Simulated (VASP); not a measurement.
# Zn2CdO3 (I-4m2) in VASP: single point with PBE

Aim: the single point of Zn2CdO3 with PBE.

Everything below comes from runs of VASP 6.6.1. Logs are shortened: lines on timing, memory, paths and dates and some standing lists are left out, and cuts for length are marked.

## 1. The cell of the first run

The structure is tetragonal, space group I-4m2 (No. 119). The conventional cell has a = 5.729 Å, b = 5.729 Å, c = 6.013 Å, α = 90.00°, β = 90.00°, γ = 90.00°. Within 1.9 Å of Zn (site symmetry 2mm) lie 2 O at 1.44 to 1.57 Å. Cd (site symmetry -4m2) has 4 Zn at 2.87 Å and 10 O at 3.01 to 3.23 Å within 3.8 Å. O (site symmetry -4m2) has 4 Zn at 2.87 Å and 2 Cd at 3.01 Å and 8 O at 3.23 Å within 3.8 Å. Within 2.1 Å of O (site symmetry -4m2) lie 2 Zn at 1.57 Å. O (site symmetry -4m2) has 2 Zn at 1.44 Å within 1.9 Å.

## 2. Single point, PBE

INCAR reads:

```
ALGO = Normal
EDIFF = 1E-6
ENCUT = 600
GGA = PE
GGA_COMPAT = F
ISIF = 2
ISMEAR = 0
LASPH = T
LCHARG = T
LELF = T
LREAL = F
LVHAR = T
LWAVE = F
NBANDS = 36
NELM = 120
PREC = Accurate
SIGMA = 0.1
```

KPOINTS reads:

```
k-points
0
Gamma
  4 4 4
```

POSCAR reads:

```
Zn2CdO3
1.0
   -2.8644980700      2.8644980700      3.0062692400
    2.8644980700     -2.8644980700      3.0062692400
    2.8644980700      2.8644980700     -3.0062692400
Zn Cd O
2 1 3
Direct
    0.9892388500      0.4892388500      0.5000000000
    0.5107611500      0.0107611500      0.5000000000
    0.5000000000      0.5000000000      0.0000000000
    0.0000000000      0.0000000000      0.0000000000
    0.2500000000      0.7500000000      0.5000000000
    0.7500000000      0.2500000000      0.5000000000
```

Potentials or basis: VASP PAW PBE potentials, release 64 (Zn, Cd, O).

Command:

```bash
> cat potpaw_PBE.64/Zn/POTCAR potpaw_PBE.64/Cd/POTCAR potpaw_PBE.64/O/POTCAR > POTCAR
> mpirun -np 1 vasp_std > vasp.out
```

OUTCAR:

```text
EDIFF = 1E-6
   ENCUT = 600
   GGA = PE
   ISIF = 2
   ISMEAR = 0
   LASPH = T
   LREAL = F
   NELM = 120
   PREC = Accurate

 ion  position               nearest neighbor table
   1  0.989  0.489  0.500-   6 1.44   5 1.57   3 2.87   3 2.87   2 2.88
   2  0.511  0.011  0.500-   6 1.44   5 1.57   3 2.87   3 2.87   1 2.88
   3  0.500  0.500  0.000-   2 2.87   1 2.87   2 2.87   1 2.87
   4  0.000  0.000  0.000-
   5  0.250  0.750  0.500-   1 1.57   2 1.57
   6  0.750  0.250  0.500-   1 1.44   2 1.44

  LATTYP: Found a body centered tetragonal cell.
 ALAT       =     5.7289961400
 C/A-ratio  =     1.0494924997

  Lattice vectors:

 A1 = (  -2.8644980700,   2.8644980700,   3.0062692400)
 A2 = (   2.8644980700,  -2.8644980700,   3.0062692400)
 A3 = (   2.8644980700,   2.8644980700,  -3.0062692400)

Analysis of symmetry for initial positions (statically):
=====================================================================
 Subroutine PRICEL returns:
 Original cell was already a primitive cell.

 Routine SETGRP: Setting up the symmetry group for a
 body centered tetragonal supercell.

 Subroutine GETGRP returns: Found  8 space group operations
 (whereof  8 operations were pure point group operations)
 out of a pool of 16 trial point group operations.

The static configuration has the point symmetry D_2d.

Analysis of symmetry for dynamics (positions and initial velocities):
=====================================================================
 Subroutine PRICEL returns:
 Original cell was already a primitive cell.

 Routine SETGRP: Setting up the symmetry group for a
 body centered tetragonal supercell.

 Subroutine GETGRP returns: Found  8 space group operations
 (whereof  8 operations were pure point group operations)
 out of a pool of 16 trial point group operations.

The dynamic configuration has the point symmetry D_2d.

 Subroutine INISYM returns: Found  8 space group operations
 (whereof  8 operations are pure point group operations),
 and found     1 'primitive' translations

----------------------------------------------------------------------------------------

                                     Primitive cell

  volume of cell :      98.6700

  direct lattice vectors                    reciprocal lattice vectors
    -2.864498070  2.864498070  3.006269240     0.000000000  0.174550650  0.166319102
     2.864498070 -2.864498070  3.006269240     0.174550650  0.000000000  0.166319102
     2.864498070  2.864498070 -3.006269240     0.174550650  0.174550650  0.000000000

  length of vectors
     5.044636075  5.044636075  5.044636075     0.241101582  0.241101582  0.246851897

  position of ions in fractional coordinates (direct lattice)
     0.989238850  0.489238850  0.500000000
     0.510761150  0.010761150  0.500000000
     0.500000000  0.500000000  0.000000000
     0.000000000  0.000000000  0.000000000
     0.250000000  0.750000000  0.500000000
     0.750000000  0.250000000  0.500000000

  ion indices of the primitive-cell ions
   primitive index   ion index
                 1           1
                 2           2
                 3           3
                 4           4
                 5           5
                 6           6

----------------------------------------------------------------------------------------

 KPOINTS: k-points

Automatic generation of k-mesh.
 Grid dimensions read from file:
 generate k-points for:    4    4    4

 Generating k-lattice:

  Cartesian coordinates                     Fractional coordinates (reciprocal lattice)
     0.000000000  0.043637662  0.041579775     0.250000000 -0.000000000  0.000000000
     0.043637662  0.000000000  0.041579775    -0.000000000  0.250000000  0.000000000
     0.043637662  0.043637662  0.000000000     0.000000000  0.000000000  0.250000000

  Length of vectors
     0.060275396  0.060275396  0.061712974

  Shift w.r.t. Gamma in fractional coordinates (k-lattice)
     0.000000000  0.000000000  0.000000000

 Subroutine IBZKPT returns following result:
 ===========================================

 Found     13 irreducible k-points:

 Following reciprocal coordinates:
            Coordinates               Weight
  0.000000  0.000000  0.000000      1.000000
  0.250000 -0.000000  0.000000      8.000000
  0.500000 -0.000000  0.000000      4.000000
  0.250000  0.250000  0.000000      8.000000
  0.500000  0.250000  0.000000     16.000000
 -0.250000  0.250000  0.000000      4.000000
  0.500000  0.500000  0.000000      2.000000
  0.250000  0.250000  0.250000      2.000000
 -0.250000  0.250000  0.250000      4.000000
  0.500000  0.500000  0.250000      4.000000
 -0.250000  0.500000  0.250000      8.000000
 -0.250000 -0.250000  0.250000      2.000000
  0.500000  0.500000  0.500000      1.000000
   k-points           NKPTS =     13   k-points in BZ     NKDIM =     13   number of bands    NBANDS=     36
   number of dos      NEDOS =    301   number of ions     NIONS =      6
   total plane-waves  NPLWV =  64000
   dimension x,y,z NGX =    40 NGY =   40 NGZ =   40
   dimension x,y,z NGXF=    80 NGYF=   80 NGZF=   80
   ions per type =               2   1   3
   NGX,Y,Z   is equivalent  to a cutoff of  13.18, 13.18, 13.18 a.u.
   NGXF,Y,Z  is equivalent  to a cutoff of  26.36, 26.36, 26.36 a.u.
 SYSTEM =  unknown system
   PREC   = accura    normal or accurate (medium, high low for compatibility)
   ISTART =      0    job   : 0-new  1-cont  2-samecut
   ICHARG =      2    charge: 1-file 2-atom 10-const
   ISPIN  =      1    spin polarized calculation?
   LNONCOLLINEAR =      F non collinear calculations
   LSORBIT =      F    spin-orbit coupling
   LASPH  =      T    aspherical Exc in radial PAW
   ENCUT  =  600.0 eV  44.10 Ry    6.64 a.u.  10.08 10.08 10.08*2*pi/ulx,y,z
   NELM   =    120;   NELMIN=  2; NELMDL= -5     # of ELM steps
   EDIFF  = 0.1E-05   stopping-criterion for ELM
   LREAL  =      F    real-space projection
   EDIFFG = 0.1E-04   stopping-criterion for IOM
   NSW    =      0    number of steps for IOM
   IBRION =     -1    ionic relax: 0-MD 1-quasi-New 2-CG
   NFREE  =      0    steps in history (QN), initial steepest desc. (CG)
   ISIF   =      2    stress and relaxation
   ISYM   =      2    0-nonsym 1-usesym 2-fastsym
   POTIM  = 0.5000    time-step for ionic-motion
   TEBEG  =    0.0;   TEEND  =   0.0 temperature during run
   PSTRESS=    0.0 pullay stress
   NELECT =      54.0000    total number of electrons
   NUPDOWN=      -1.0000    fix difference up-down
   EMIN   =  10.00;   EMAX   =-10.00  energy-range for DOS
   EFERMI =   0.00;   METHOD = LEGACY
   ISMEAR =     0;   SIGMA  =   0.10  broadening in eV -4-tet -1-fermi 0-gaus
   EFERMI_NEDOS =   21; number of points for ismear=-14 and -15
   IALGO  =     38    algorithm
   IMIX   =      4    mixing-type and parameters
     AMIX     =   0.40;   BMIX     =  1.00
     AMIX_MAG =   1.60;   BMIX_MAG =  1.00
  volume/ion in A,a.u.               =      16.44       110.98
  Fermi-wavevector in a.u.,A,eV,Ry     =   1.339094  2.530521 24.397601  1.793173
  Thomas-Fermi vector in A             =   2.467513
   LORBIT       =      0    0 simple, 1 ext, 2 COOP (PROOUT), +10 PAW based schemes
   GGA     = PE    functional components
   LHFCALC =     F    Hartree Fock is set to
   AEXX    =    0.0000 exact exchange contribution
   IVDW    =     0    specifies the selected vdW correction
   LEPSILON=     F    determine dielectric tensor
   LRPA    =     F    only Hartree local field effects (RPA)
 non-spin polarized calculation
 Gauss-broadening in eV      SIGMA  =   0.10
  energy-cutoff  :      600.00
  volume of cell :       98.67
 maximum number of plane-waves:      3332
   NGX = 21   NGY = 21   NGZ = 21

 number of electron      54.0000001 magnetization

 Free energy of the ion-electron system (eV)
  ---------------------------------------------------
  ext. energy  EPLUGINS =         0.00000000
  ---------------------------------------------------
  free energy    TOTEN  =       -12.76222605 eV

  energy without entropy =      -12.73042243  energy(sigma->0) =      -12.74632424

 E-fermi :   0.0099     XC(G=0):  -9.5106

 val. band max:       -0.0435980425   @ k =   0.5000  -0.0000   0.0000
 cond. band min:       0.0126088634   @ k =  -0.2500   0.2500   0.0000
 fundamental gap:      0.0562069059
 Fermi energy:         0.0099330095

 k-point     1 :       0.0000    0.0000    0.0000
  band No.  band energies     occupation
      1     -20.7630      2.00000
      2     -18.4332      2.00000
      3     -14.9373      2.00000
      4     -11.6833      2.00000
      5      -8.6928      2.00000
      6      -8.6928      2.00000
[... 28 lines left out ...]
     35       9.8150      0.00000
     36      10.4844      0.00000

 k-point     2 :       0.2500   -0.0000    0.0000
  band No.  band energies     occupation
      1     -20.6292      2.00000
      2     -18.7130      2.00000
      3     -14.9330      2.00000
      4     -11.0262      2.00000
      5      -8.5746      2.00000
      6      -8.5644      2.00000
[... 28 lines left out ...]
     35       9.9420      0.00000
     36      10.5750      0.00000

 k-point     3 :       0.5000   -0.0000    0.0000
  band No.  band energies     occupation
      1     -20.4564      2.00000
      2     -19.0188      2.00000
      3     -14.9287      2.00000
      4      -9.9612      2.00000
      5      -8.5455      2.00000
      6      -8.4505      2.00000
[... 28 lines left out ...]
     35       9.8076      0.00000
     36      10.9627      0.00000

 k-point     4 :       0.2500    0.2500    0.0000
  band No.  band energies     occupation
      1     -20.4564      2.00000
      2     -19.0187      2.00000
      3     -14.9288      2.00000
      4      -9.9612      2.00000
      5      -8.5405      2.00000
      6      -8.4720      2.00000
[... 28 lines left out ...]
     35       9.5839      0.00000
     36      10.8370      0.00000

 k-point     5 :       0.5000    0.2500    0.0000
  band No.  band energies     occupation
      1     -20.6194      2.00000
      2     -18.7197      2.00000
      3     -14.9336      2.00000
      4     -11.0295      2.00000
      5      -8.5335      2.00000
      6      -8.4653      2.00000
[... 28 lines left out ...]
     35       9.8879      0.00000
     36      10.4218      0.00000

 k-point     6 :      -0.2500    0.2500    0.0000
  band No.  band energies     occupation
      1     -20.7543      2.00000
      2     -18.4393      2.00000
      3     -14.9375      2.00000
      4     -11.6841      2.00000
      5      -8.6405      2.00000
      6      -8.5985      2.00000
[... 28 lines left out ...]
     35       9.5456      0.00000
     36      10.6269      0.00000

 k-point     7 :       0.5000    0.5000    0.0000
  band No.  band energies     occupation
      1     -20.7455      2.00000
      2     -18.4453      2.00000
      3     -14.9378      2.00000
      4     -11.6849      2.00000
      5      -8.5751      2.00000
      6      -8.4762      2.00000
[... 28 lines left out ...]
     35      10.0423      0.00000
     36      10.5304      0.00000

 k-point     8 :       0.2500    0.2500    0.2500
  band No.  band energies     occupation
      1     -20.4554      2.00000
      2     -19.0171      2.00000
      3     -14.9306      2.00000
      4      -9.9634      2.00000
      5      -8.4945      2.00000
      6      -8.4918      2.00000
[... 28 lines left out ...]
     35      10.2333      0.00000
     36      10.8323      0.00000

 k-point     9 :      -0.2500    0.2500    0.2500
  band No.  band energies     occupation
      1     -20.7471      2.00000
      2     -18.4454      2.00000
      3     -14.9374      2.00000
      4     -11.6855      2.00000
      5      -8.6364      2.00000
      6      -8.5503      2.00000
[... 28 lines left out ...]
     35      10.6552      0.00000
     36      10.7664      0.00000

 k-point    10 :       0.5000    0.5000    0.2500
  band No.  band energies     occupation
      1     -20.7399      2.00000
      2     -18.4515      2.00000
      3     -14.9375      2.00000
      4     -11.6868      2.00000
      5      -8.5832      2.00000
      6      -8.5334      2.00000
[... 28 lines left out ...]
     35       9.9797      0.00000
     36      10.2866      0.00000

 k-point    11 :      -0.2500    0.5000    0.2500
  band No.  band energies     occupation
      1     -20.6123      2.00000
      2     -18.7281      2.00000
      3     -14.9321      2.00000
      4     -11.0318      2.00000
      5      -8.5608      2.00000
      6      -8.5027      2.00000
[... 28 lines left out ...]
     35       9.9077      0.00000
     36      10.6607      0.00000

 k-point    12 :      -0.2500   -0.2500    0.2500
  band No.  band energies     occupation
      1     -20.4575      2.00000
      2     -19.0202      2.00000
      3     -14.9272      2.00000
      4      -9.9588      2.00000
      5      -8.5802      2.00000
      6      -8.4111      2.00000
[... 28 lines left out ...]
     35       9.4872      0.00000
     36       9.4872      0.00000

 k-point    13 :       0.5000    0.5000    0.5000
  band No.  band energies     occupation
      1     -20.7342      2.00000
      2     -18.4577      2.00000
      3     -14.9374      2.00000
      4     -11.6884      2.00000
      5      -8.5802      2.00000
      6      -8.5798      2.00000
[... 28 lines left out ...]
     35       8.8634      0.00000
     36      11.2650      0.00000

------------------------ aborting loop because EDIFF is reached ----------------------------------------

  FORCE on cell =-STRESS in cart. coord.  units (eV):
  Direction    XX          YY          ZZ          XY          YZ          ZX
  --------------------------------------------------------------------------------------
  -------------------------------------------------------------------------------------
  Total        0.0225585      0.0225585     74.7638334      0.0000000      0.0000000      0.0000000
  in kB        0.3662992      0.3662992   1213.9958755      0.0000000      0.0000000      0.0000000
  external PRESSURE =     404.9094913 kB  Pullay stress =       0.0000000 kB

 VOLUME and BASIS-vectors are now :
 -----------------------------------------------------------------------------
  energy-cutoff  :      600.00
  volume of cell :       98.67
      direct lattice vectors                 reciprocal lattice vectors
    -2.864498070  2.864498070  3.006269240     0.000000000  0.174550650  0.166319102
     2.864498070 -2.864498070  3.006269240     0.174550650  0.000000000  0.166319102
     2.864498070  2.864498070 -3.006269240     0.174550650  0.174550650  0.000000000

 POSITION                                       TOTAL-FORCE (eV/Angst)
 -----------------------------------------------------------------------------------
      0.00000      2.86450      2.94157         0.000000     -0.000000     11.505282
      0.00000      2.86450      0.06470         0.000000     -0.000000    -11.505282
      0.00000      0.00000      3.00627        -0.000000      0.000000     -0.000000
      0.00000      0.00000      0.00000        -0.000000      0.000000     -0.000000
      2.86450      0.00000      1.50313        -0.000000      0.000000     -0.000000
      0.00000      2.86450      1.50313        -0.000000      0.000000     -0.000000
 -----------------------------------------------------------------------------------
    total drift:                               -0.000000      0.000000      0.000000

  FREE ENERGIE OF THE ION-ELECTRON SYSTEM (eV)
  ---------------------------------------------------
  free  energy   TOTEN  =       -12.7622260543 eV

  energy  without entropy=      -12.7304224345  energy(sigma->0) =      -12.74632424
```

Wall time 56 s (1 thread of Intel Xeon Platinum 8488C (Sapphire Rapids), shared host); peak memory 0.26 GiB.

Results:

```yaml
Free_energy: -12.7622 eV
Pressure: 40.5 GPa
Largest_force: 11.505 eV/Å
Band_gap_on_the_k_mesh: zero (band 27 reaches -0.04 eV, above the bottom of band 28 at -0.48 eV)
```

Forces in eV/Å, atoms in the order of the input:
```
Zn    0.000   0.000  11.505
Zn    0.000   0.000 -11.505
Cd    0.000   0.000   0.000
O     0.000   0.000   0.000
O     0.000   0.000   0.000
O     0.000   0.000   0.000
```

Caveat: the k points lie up to 0.39 Å⁻¹ apart; forces of over 1 eV/Å act on the atoms, so gaps and moduli don't describe the material at rest.
